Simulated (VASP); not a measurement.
# Mg (P6_3/mmc) in VASP: single point with PBE

Aim: the single point of Mg with PBE.

Everything below comes from runs of VASP 6.6.1. Logs are shortened: lines on timing, memory, paths and dates and some standing lists are left out, and cuts for length are marked.

**1. The cell of the first run**

The structure is hexagonal, space group P6_3/mmc (No. 194). Conventional cell: a = 3.185 Å, b = 3.185 Å, c = 5.231 Å, α = 90.00°, β = 90.00°, γ = 120.00°. Within 4.2 Å of Mg (site symmetry -6m2) lie 12 Mg at 3.19 to 3.20 Å.

**2. Single point, PBE**

File INCAR:

```
SYSTEM = Mg
  ALGO = Normal
  EDIFF = 1E-6
  ENCUT = 520
  GGA = PE
  ISIF = 2
  ISMEAR = 0
  LASPH = .True.
  LCHARG = .False.
  LREAL = .False.
  LWAVE = .False.
  NBANDS = 9
  NELM = 100
  PREC = Accurate
  SIGMA = 0.05
```

File KPOINTS:

```
k-points
0
Gamma
  8 8 4
  0 0 0
```

File POSCAR:

```
Mg
1.0
    3.1852041788      0.0000000000      0.0000000000
   -1.5926020894      2.7584677351      0.0000000000
    0.0000000000      0.0000000000      5.2309183272
Mg
2
Direct
    0.3333333333      0.6666666667      0.7500000000
    0.6666666667      0.3333333333      0.2500000000
```

Potentials or basis: VASP PAW PBE potentials, release 64 (Mg).

The run is started by

```console
> cat potpaw_PBE.64/Mg/POTCAR > POTCAR
> mpirun -np 1 vasp_std > vasp.out
```

OUTCAR:

```text
SYSTEM = Mg
   EDIFF = 1E-6
   ENCUT = 520
   GGA = PE
   ISIF = 2
   ISMEAR = 0
   LASPH = .True.
   LREAL = .False.
   NELM = 100
   PREC = Accurate

 ion  position               nearest neighbor table
   1  0.333  0.667  0.750-   2 3.20   2 3.20   2 3.20   2 3.20   2 3.20   2 3.20
   2  0.667  0.333  0.250-   1 3.20   1 3.20   1 3.20   1 3.20   1 3.20   1 3.20

  LATTYP: Found a hexagonal cell.
 ALAT       =     3.1852041788
 C/A-ratio  =     1.6422552633

  Lattice vectors:

 A1 = (   3.1852041788,   0.0000000000,   0.0000000000)
 A2 = (  -1.5926020894,   2.7584677351,   0.0000000000)
 A3 = (   0.0000000000,   0.0000000000,   5.2309183272)

Analysis of symmetry for initial positions (statically):
=====================================================================
 Subroutine PRICEL returns:
 Original cell was already a primitive cell.

 Routine SETGRP: Setting up the symmetry group for a
 hexagonal supercell.

 Subroutine GETGRP returns: Found 24 space group operations
 (whereof 12 operations were pure point group operations)
 out of a pool of 24 trial point group operations.

The static configuration has the point symmetry D_3d.
 The point group associated with its full space group is D_6h.

Analysis of symmetry for dynamics (positions and initial velocities):
=====================================================================
 Subroutine PRICEL returns:
 Original cell was already a primitive cell.

 Routine SETGRP: Setting up the symmetry group for a
 hexagonal supercell.

 Subroutine GETGRP returns: Found 24 space group operations
 (whereof 12 operations were pure point group operations)
 out of a pool of 24 trial point group operations.

The dynamic configuration has the point symmetry D_3d.
 The point group associated with its full space group is D_6h.

 Subroutine INISYM returns: Found 24 space group operations
 (whereof 12 operations are pure point group operations),
 and found     1 'primitive' translations

----------------------------------------------------------------------------------------

                                     Primitive cell

  volume of cell :      45.9603

  direct lattice vectors                    reciprocal lattice vectors
     3.185204179  0.000000000  0.000000000     0.313951616  0.181260050  0.000000000
    -1.592602089  2.758467735  0.000000000     0.000000000  0.362520100  0.000000000
     0.000000000  0.000000000  5.230918327     0.000000000  0.000000000  0.191171022

  length of vectors
     3.185204179  3.185204179  5.230918327     0.362520100  0.362520100  0.191171022

  position of ions in fractional coordinates (direct lattice)
     0.333333333  0.666666667  0.750000000
     0.666666667  0.333333333  0.250000000

  ion indices of the primitive-cell ions
   primitive index   ion index
                 1           1
                 2           2

----------------------------------------------------------------------------------------

 KPOINTS: k-points

Automatic generation of k-mesh.
 Grid dimensions read from file:
 generate k-points for:    8    8    4

 Generating k-lattice:

  Cartesian coordinates                     Fractional coordinates (reciprocal lattice)
     0.039243952  0.022657506  0.000000000     0.125000000  0.000000000  0.000000000
     0.000000000  0.045315013  0.000000000     0.000000000  0.125000000  0.000000000
     0.000000000  0.000000000  0.047792755     0.000000000  0.000000000  0.250000000

  Length of vectors
     0.045315013  0.045315013  0.047792755

  Shift w.r.t. Gamma in fractional coordinates (k-lattice)
     0.000000000  0.000000000  0.000000000

 Subroutine IBZKPT returns following result:
 ===========================================

 Found     30 irreducible k-points:

 Following reciprocal coordinates:
            Coordinates               Weight
  0.000000  0.000000  0.000000      1.000000
  0.125000  0.000000  0.000000      6.000000
  0.250000  0.000000  0.000000      6.000000
  0.375000  0.000000  0.000000      6.000000
  0.500000  0.000000  0.000000      3.000000
  0.125000  0.125000  0.000000      6.000000
[... 16 lines left out ...]
  0.250000  0.000000  0.500000      6.000000
  0.375000  0.000000  0.500000      6.000000
 [... further k-points ...]
   k-points           NKPTS =     30   k-points in BZ     NKDIM =     30   number of bands    NBANDS=      9
   number of dos      NEDOS =    301   number of ions     NIONS =      2
   total plane-waves  NPLWV =  23040
   dimension x,y,z NGX =    24 NGY =   24 NGZ =   40
   dimension x,y,z NGXF=    48 NGYF=   48 NGZF=   80
   ions per type =               2
   NGX,Y,Z   is equivalent  to a cutoff of  12.53, 12.53, 12.71 a.u.
   NGXF,Y,Z  is equivalent  to a cutoff of  25.05, 25.05, 25.43 a.u.
 SYSTEM =  Mg
   PREC   = accura    normal or accurate (medium, high low for compatibility)
   ISTART =      0    job   : 0-new  1-cont  2-samecut
   ICHARG =      2    charge: 1-file 2-atom 10-const
   ISPIN  =      1    spin polarized calculation?
   LNONCOLLINEAR =      F non collinear calculations
   LSORBIT =      F    spin-orbit coupling
   LASPH  =      T    aspherical Exc in radial PAW
   ENCUT  =  520.0 eV  38.22 Ry    6.18 a.u.   5.92  5.92  9.73*2*pi/ulx,y,z
   NELM   =    100;   NELMIN=  2; NELMDL= -5     # of ELM steps
   EDIFF  = 0.1E-05   stopping-criterion for ELM
   LREAL  =      F    real-space projection
   EDIFFG = 0.1E-04   stopping-criterion for IOM
   NSW    =      0    number of steps for IOM
   IBRION =     -1    ionic relax: 0-MD 1-quasi-New 2-CG
   NFREE  =      0    steps in history (QN), initial steepest desc. (CG)
   ISIF   =      2    stress and relaxation
   ISYM   =      2    0-nonsym 1-usesym 2-fastsym
   POTIM  = 0.5000    time-step for ionic-motion
   TEBEG  =    0.0;   TEEND  =   0.0 temperature during run
   PSTRESS=    0.0 pullay stress
   NELECT =       4.0000    total number of electrons
   NUPDOWN=      -1.0000    fix difference up-down
   EMIN   =  10.00;   EMAX   =-10.00  energy-range for DOS
   EFERMI =   0.00;   METHOD = LEGACY
   ISMEAR =     0;   SIGMA  =   0.05  broadening in eV -4-tet -1-fermi 0-gaus
   EFERMI_NEDOS =   21; number of points for ismear=-14 and -15
   IALGO  =     38    algorithm
   IMIX   =      4    mixing-type and parameters
     AMIX     =   0.40;   BMIX     =  1.00
     AMIX_MAG =   1.60;   BMIX_MAG =  1.00
  volume/ion in A,a.u.               =      22.98       155.08
  Fermi-wavevector in a.u.,A,eV,Ry     =   0.725494  1.370985  7.161310  0.526341
  Thomas-Fermi vector in A             =   1.816230
   LORBIT       =      0    0 simple, 1 ext, 2 COOP (PROOUT), +10 PAW based schemes
   GGA     = PE    functional components
   LHFCALC =     F    Hartree Fock is set to
   AEXX    =    0.0000 exact exchange contribution
   IVDW    =     0    specifies the selected vdW correction
   LEPSILON=     F    determine dielectric tensor
   LRPA    =     F    only Hartree local field effects (RPA)
 non-spin polarized calculation
 Gauss-broadening in eV      SIGMA  =   0.05
  energy-cutoff  :      520.00
  volume of cell :       45.96
 maximum number of plane-waves:      1252
 NGX is ok and might be reduce to    24
   NGX = 11   NGY = 11   NGZ = 19

 number of electron       4.0000000 magnetization

 Free energy of the ion-electron system (eV)
  ---------------------------------------------------
  ext. energy  EPLUGINS =         0.00000000
  ---------------------------------------------------
  free energy    TOTEN  =        -3.03559505 eV

  energy without entropy =       -3.03517696  energy(sigma->0) =       -3.03538601

 E-fermi :   2.4879     XC(G=0):  -8.4875

 val. band max:        2.4535531765   @ k =   0.2500   0.0000   0.0000
 cond. band min:       2.8423170104   @ k =   0.3750   0.1250   0.2500
 fundamental gap:      0.3887638339
 Fermi energy:         2.4878887694

 k-point     1 :       0.0000    0.0000    0.0000
  band No.  band energies     occupation
      1      -4.2985      2.00000
      2       0.8863      2.00000
      3       1.2842      2.00000
      4      13.6838      0.00000
      5      13.6838      0.00000
      6      13.8235      0.00000
      7      13.8235      0.00000
      8      14.3769      0.00000
      9      16.1671      0.00000

 k-point     2 :       0.1250    0.0000    0.0000
  band No.  band energies     occupation
      1      -3.9890      2.00000
      2       1.1698      2.00000
      3       1.5847      2.00000
      4      10.1101      0.00000
      5      11.9426      0.00000
      6      12.6639      0.00000
      7      14.7898      0.00000
      8      15.0160      0.00000
      9      15.8513      0.00000

 k-point     3 :       0.2500    0.0000    0.0000
  band No.  band energies     occupation
      1      -3.0667      2.00000
      2       2.0211      2.00000
      3       2.4536      1.66853
      4       6.5051      0.00000
      5      10.6477      0.00000
      6      10.6813      0.00000
      7      11.1650      0.00000
      8      12.8265      0.00000
      9      15.0918      0.00000

 k-point     4 :       0.3750    0.0000    0.0000
  band No.  band energies     occupation
      1      -1.5494      2.00000
      2       2.9384      0.00000
      3       3.4418      0.00000
      4       4.3144      0.00000
      5       8.0301      0.00000
      6       8.3625      0.00000
      7       9.8729      0.00000
      8      11.3960      0.00000
      9      14.2089      0.00000
[... 205 lines left out ...]
 k-point    22 :       0.1250    0.0000    0.5000
  band No.  band energies     occupation
      1      -2.6237      2.00000
      2      -2.6237      2.00000
      3       7.7305      0.00000
      4       7.7305      0.00000
      5      11.3151      0.00000
      6      11.3151      0.00000
      7      13.0820      0.00000
      8      13.0820      0.00000
      9      14.6115      0.00000

 k-point    23 :       0.2500    0.0000    0.5000
  band No.  band energies     occupation
      1      -1.7145      2.00000
      2      -1.7145      2.00000
      3       7.4554      0.00000
      4       7.4554      0.00000
      5       8.8101      0.00000
      6       8.8101      0.00000
      7      11.8048      0.00000
      8      11.8048      0.00000
      9      13.2113      0.00000

 k-point    24 :       0.3750    0.0000    0.5000
  band No.  band energies     occupation
      1      -0.2220      2.00000
      2      -0.2220      2.00000
      3       4.4996      0.00000
      4       4.4996      0.00000
      5       9.8302      0.00000
      6       9.8302      0.00000
      7      11.0284      0.00000
      8      11.0284      0.00000
      9      12.3342      0.00000

 [... further k-points ...]
[... 5 lines left out ...]
  --------------------------------------------------------------------------------------
  -------------------------------------------------------------------------------------
  Total       -0.0548409     -0.0548409     -0.0860010      0.0000000     -0.0000000      0.0000000
  in kB       -1.9117536     -1.9117536     -2.9979959      0.0000000     -0.0000000      0.0000000
  external PRESSURE =      -2.2738344 kB  Pullay stress =       0.0000000 kB

 VOLUME and BASIS-vectors are now :
 -----------------------------------------------------------------------------
  energy-cutoff  :      520.00
  volume of cell :       45.96
      direct lattice vectors                 reciprocal lattice vectors
     3.185204179  0.000000000  0.000000000     0.313951616  0.181260050  0.000000000
    -1.592602089  2.758467735  0.000000000     0.000000000  0.362520100  0.000000000
     0.000000000  0.000000000  5.230918327     0.000000000  0.000000000  0.191171022

 POSITION                                       TOTAL-FORCE (eV/Angst)
 -----------------------------------------------------------------------------------
     -0.00000      1.83898      3.92319         0.000000     -0.000000      0.000000
      1.59260      0.91949      1.30773        -0.000000      0.000000      0.000000
 -----------------------------------------------------------------------------------
    total drift:                                0.000000     -0.000000      0.000000

  FREE ENERGIE OF THE ION-ELECTRON SYSTEM (eV)
  ---------------------------------------------------
  free  energy   TOTEN  =        -3.0355950548 eV

  energy  without entropy=       -3.0351769612  energy(sigma->0) =       -3.03538601
```

Wall time 12 s (1 thread of AMD EPYC 7R13, shared host); peak memory 0.13 GiB.

Results:

| Quantity | Value |
| --- | --- |
| Free energy | -3.0356 eV |
| Pressure | -0.2 GPa |
| Band gap on the k mesh | zero (bands 2 and 3 overlap by 2.37 eV) |

Stress tensor (GPa, compression positive):
```
-0.19  0.00  0.00
 0.00 -0.19  0.00
 0.00  0.00 -0.30
```

Levels at points of the mesh, in eV from the Fermi level:
```tsv
k point	band 1	band 2	band 3	band 4	band 5	band 6	band 7
(0.00, 0.00, 0.00)	-6.79	-1.60	-1.20	11.20	11.20	11.34	11.34
(0.50, 0.00, 0.00)	-1.97	-1.95	2.78	3.14	3.34	3.78	7.13
(0.00, 0.00, 0.50)	-5.42	-5.42	5.00	5.00	11.93	11.93	11.93
(0.50, 0.00, 0.50)	-0.95	-0.95	-0.28	-0.28	8.16	8.16	8.28
```
